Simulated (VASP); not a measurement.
Ho2O:

```
CELL_PARAMETERS angstrom
0.00000 3.35524 5.26667
3.27209 0.00000 5.26667
3.27209 3.35524 0.00000
ATOMIC_POSITIONS crystal
Ho 0.26485 0.26485 0.73515
Ho 0.73515 0.73515 0.26485
Ho 0.51485 0.51485 0.98515
Ho 0.98515 0.98515 0.51485
O 0.50000 0.50000 0.50000
O 0.75000 0.75000 0.75000
```

The cell was built from a structure type or drawn by symmetry, and may not be a known phase.

| Item | Value |
| --- | --- |
| Program | VASP 6.6.1 |
| Task | relaxation of cell and atoms |
| Functional | PBE |
| Potentials or basis | VASP PAW PBE potentials, release 64 (Ho_3, O), 4f in core |
| Cutoff | 600 eV |
| k mesh | 4 × 4 × 4 |
| Occupations | gaussian, width 0.1 eV |
| Spin | no spin polarisation |

At the start: pressure 2.1 GPa; volume 19.27 Å³/atom.

Question: How do energy, volume and symmetry change on relaxing?

Answer: Over 4 steps the energy falls by 5.4 meV/atom and the volume is 19.70 Å³/atom (+2.2 %); space group Fddd (No. 70, to 0.1 Å) before, I4_1/amd (No. 141, to 0.1 Å).

Step by step:
```csv
step,energy change (eV),largest force (eV/Å),pressure (GPa),volume (Å³)
1,0.0000,0.0375,2.09,115.64
2,-0.0238,0.0094,-1.36,119.89
3,-0.0284,0.0041,-0.43,118.66
4,-0.0326,0.0119,-0.06,118.20
```

Final structure:
```
Ho O
1.0
     0.00000    3.34812    5.28139
     3.34234    0.00000    5.28139
     3.34234    3.34812    0.00000
Ho O
4 2
Direct
  0.26469 0.26469 0.73531
  0.73531 0.73531 0.26469
  0.51469 0.51469 0.98531
  0.98531 0.98531 0.51469
  0.50000 0.50000 0.50000
  0.75000 0.75000 0.75000
```

Caveat: the k points lie up to 0.36 Å⁻¹ apart in the final cell, too coarse for converged energies and pressures of a metal; the run has no spin polarisation, though such a crystal can be magnetic.
